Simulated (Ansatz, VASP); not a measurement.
**Two plane-wave programs on Sc**

INCAR

```
SYSTEM = Sc
PREC     = Accurate       ! precision mode
ENCUT    = 500            ! plane-wave cutoff, eV
EDIFF    = 1E-6           ! SCF threshold, eV
ISMEAR   = -1             ! smearing method
SIGMA    = 0.1            ! smearing width, eV
LREAL    = .FALSE.        ! projectors in reciprocal space
LASPH    = .TRUE.         ! aspherical terms in the spheres
NELM     = 120            ! most SCF steps
ALGO     = Normal         ! electronic algorithm
ISIF     = 2              ! what is computed and relaxed
LWAVE    = .FALSE.        ! write WAVECAR
LCHARG   = .FALSE.        ! write CHGCAR
GGA      = PS             ! functional
NBANDS   = 12             ! bands
GGA_COMPAT= .FALSE.
```

KPOINTS

```
regular mesh
0
G
  12 12 12
  0 0 0
```

File POSCAR:

```
Sc
1.0
    3.0305690850      0.0000000000      0.0000000000
    0.0000000000      3.0305690850      0.0000000000
    0.0000000000      0.0000000000      3.0305690850
Sc
1
Direct
    0.0000000000      0.0000000000      0.0000000000
```

Input for Ansatz:

```yaml
crystal:
  lattice:
    - [3.030569085, 0.0, 0.0]
    - [0.0, 3.030569085, 0.0]
    - [0.0, 0.0, 3.030569085]
  atoms:
    - { symbol: Sc, position: [0.0, 0.0, 0.0] }
hamiltonian:
  xc: pbesol
  pseudopotentials:
    kind: paw
    azcp:
      Sc: "pseudopotentials/Sc.paw.azcp"
basis:
  ecutwfc: 420
  fft_grid_basis: typed
kpoints:
  mp_grid: { grid: [12, 12, 12], shift: [0, 0, 0] }
magnetization:
  spin_polarized: false
scf:
  occupations: { method: fermi_dirac, width: 0.1 }
  lower_state_search: "off"
output:
  stress: true
  write_density: true
  write_potential: true
  elf: true
  volumetric_format: npy
```

Alike in both runs: task single point; functional PBEsol; k mesh 12 × 12 × 12; occupations fermi-dirac, width 0.1 eV; no spin polarisation.

|  | VASP | Ansatz |
| --- | --- | --- |
| version | VASP 6.6.1 | Ansatz 0.2.0 |
| potentials or method | VASP PAW PBE potentials, release 64 (Sc_sv), cutoff 500 eV | plane waves (420 eV) with PAW, scalar-relativistic |
| valence electrons in the cell | 11 | 11 |

|  | VASP | Ansatz | Ansatz less VASP |
| --- | --- | --- | --- |
| pressure (GPa) | -3.6 | -3.6 | +0.02 |

VASP's potentials were made for PBE, not for PBEsol, and Ansatz warns of the same on its side.
